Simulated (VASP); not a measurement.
**ScRu3: single point with PBE**

The system is ScRu3.

```
CELL_PARAMETERS angstrom
2.83683 -2.93301 0.00000
2.83683 2.93301 0.00000
0.00000 0.00000 4.13947
ATOMIC_POSITIONS crystal
Sc 0.00000 0.00000 0.00000
Ru 0.27293 0.72707 0.50000
Ru 0.72707 0.27293 0.50000
Ru 0.00000 0.00000 0.50000
```

The cell was generated, and may not be a known phase.

```yaml
Program: VASP 6.6.1
Task: single point
Functional: PBE
Potentials_or_basis: VASP PAW PBE potentials, release 64 (Sc_sv, Ru_sv)
Cutoff: 560 eV
k_mesh: 4 × 4 × 4
Occupations: gaussian, width 0.1 eV
Spin: no spin polarisation
Dipole_correction: no
Further_INCAR_settings: ALGO = Normal; EDIFF = 1e-06; NBANDS = 38
```

```json
{
  "Pressure": "168.1 GPa",
  "Largest force": "54.632 eV/Å",
  "Band gap on the k mesh": "zero (an odd number of electrons rules out a gap without spin polarisation)"
}
```

Forces on the atoms (eV/Å):
```
Sc    0.000   0.000   0.000
Ru    0.000 -54.632   0.000
Ru    0.000  54.632   0.000
Ru    0.000   0.000   0.000
```

Stress tensor (GPa, compression positive):
```
 -1.85   0.00   0.00
  0.00 417.92   0.00
  0.00   0.00  88.12
```

Levels at points of the mesh, in eV from the Fermi level:
| k point | band 25 | band 26 | band 27 | band 28 | band 29 | band 30 | band 31 | band 32 | band 33 | band 34 |
| --- | --- | --- | --- | --- | --- | --- | --- | --- | --- | --- |
| (0.00, 0.00, 0.00) | -3.03 | -2.94 | -2.26 | -0.27 | 0.07 | 1.17 | 1.22 | 2.34 | 2.36 | 2.93 |
| (0.50, 0.00, 0.00) | -2.64 | -2.63 | -2.35 | -1.97 | -1.87 | -0.46 | 0.90 | 1.00 | 1.97 | 3.01 |
| (0.50, 0.50, 0.00) | -3.01 | -2.46 | -1.14 | -1.03 | -0.93 | -0.86 | 1.44 | 1.73 | 2.56 | 3.80 |
| (0.00, 0.00, 0.50) | -3.24 | -2.71 | -2.63 | -0.31 | -0.25 | 0.98 | 1.14 | 2.06 | 2.25 | 2.28 |
| (0.50, 0.00, 0.50) | -2.84 | -2.48 | -1.54 | -0.69 | -0.45 | 0.07 | 0.12 | 0.85 | 1.24 | 1.69 |
| (0.50, 0.50, 0.50) | -3.07 | -1.64 | -1.22 | -0.84 | -0.55 | 0.06 | 1.45 | 1.84 | 2.12 | 2.78 |

Run time: 38 s on 1 thread of Intel(R) Xeon(R) Platinum 8488C (Sapphire Rapids) (shared host), peak memory 0.2 GiB.

Caveat: the k points lie up to 0.39 Å⁻¹ apart, too coarse for converged energies and pressures of a metal; atoms lie so close that the PAW spheres overlap strongly, which falsifies energies and pressures; forces of over 1 eV/Å act on the atoms, so gaps and moduli don't describe the material at rest.
